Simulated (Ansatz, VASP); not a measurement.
## NaF: VASP beside Ansatz

The input INCAR:

```
SYSTEM = NaF
ALGO     = Normal         ! electronic algorithm
EDIFF    = 1E-6           ! SCF threshold, eV
ENCUT    = 520            ! plane-wave cutoff, eV
GGA      = CA             ! functional
ISIF     = 2              ! what is computed and relaxed
ISMEAR   = -1             ! smearing method
LASPH    = .True.         ! aspherical terms in the spheres
LCHARG   = .False.        ! write CHGCAR
LREAL    = .False.        ! projectors in reciprocal space
LWAVE    = .False.        ! write WAVECAR
NBANDS   = 14             ! bands
NELM     = 100            ! most SCF steps
PREC     = Accurate       ! precision mode
SIGMA    = 0.05           ! smearing width, eV
```

KPOINTS

```
k-points
0
Gamma
  8 8 8
  0 0 0
```

Contents of POSCAR:

```
NaF
1.0
    0.0000000000      2.3353646862      2.3353646862
    2.3353646862      0.0000000000      2.3353646862
    2.3353646862      2.3353646862      0.0000000000
Na F
1 1
Direct
    0.0000000000      0.0000000000      0.0000000000
    0.5000000000      0.5000000000      0.5000000000
```

File input.yaml:

```yaml
crystal:
  lattice:
    - [0.0, 2.3353646862, 2.3353646862]
    - [2.3353646862, 0.0, 2.3353646862]
    - [2.3353646862, 2.3353646862, 0.0]
  atoms:
    - { symbol: Na, position: [0.0, 0.0, 0.0] }
    - { symbol: F, position: [0.5, 0.5, 0.5] }
hamiltonian:
  xc: lda
  pseudopotentials: { kind: paw }
kpoints:
  mp_grid: { grid: [8, 8, 8] }
scf:
  occupations: { method: fermi_dirac, width: 0.05 }
output:
  forces: true
  stress: true
  eigenvalues: true
```

Alike in both runs: task single point; functional LDA; k mesh 8 × 8 × 8; occupations fermi-dirac, width 0.05 eV; no spin polarisation.

```csv
,VASP,Ansatz
version,VASP 6.6.1,Ansatz 0.2.0
potentials or method,"VASP PAW LDA potentials, release 64 (Na_pv, F)",Ansatz PAW
plane-wave cutoff (eV),520,420
valence electrons in the cell,14,16
```

VASP gave:

| Property | Result |
| --- | --- |
| gap on the k mesh at the Fermi level (eV) | 5.83 |
| least direct gap on the mesh (eV) | 5.83 |
| pressure (GPa) | -5.3 |

**Question.** What did Ansatz give for the same quantities?

**Answer.** gap on the k mesh at the Fermi level (eV): 5.85; least direct gap on the mesh (eV): 5.85; pressure (GPa): -5.2.

LDA's correlation is that of Perdew and Zunger in VASP and of Perdew and Wang (1992) in Ansatz. VASP's potentials hold 14 valence electrons a cell and Ansatz's 16, so a difference there can come from the potentials and not from the codes.
